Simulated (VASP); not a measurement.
Here is a VASP 6.6.1 calculation.

File INCAR:

```
PREC = Accurate
ENCUT = 520
EDIFF = 1E-7
ISMEAR = 0
SIGMA = 0.01
LREAL = False
LASPH = True
NELM = 80
ALGO = Normal
ISIF = 2
LWAVE = False
LCHARG = False
GGA = PE
NBANDS = 17
```

File KPOINTS:

```
Automatic mesh
0
Gamma
  4 4 4
```

The input POSCAR:

```
TePb
1.0
    0.0653567368      3.2678368377      3.2678368377
    3.2678368377      0.0653567368      3.2678368377
    3.3331935744      3.3331935744     -0.0000000001
Pb Te
1 1
Direct
    0.0000000000      0.0000000000      0.0000000000
    0.5000000000      0.5000000000      0.5000000000
```

Potentials or basis: VASP PAW PBE potentials, release 64 (Pb_d, Te).

Launch:

```bash
$ cat potpaw_PBE.64/Pb_d/POTCAR potpaw_PBE.64/Te/POTCAR > POTCAR
$ mpirun -np 1 vasp_std > vasp.out
```

(1) Estimate the pressure.

(2) Predict the band gap on the k mesh.

## Answers

(1) 0.6 GPa.

(2) 0.60 eV, indirect (least direct gap 0.77 eV).

Caveat: the k points lie up to 0.42 Å⁻¹ apart; the cell differs from its parent crystal (shear xy strain +4.0%); spin-orbit coupling is left out, which moves the levels of the heavy elements.
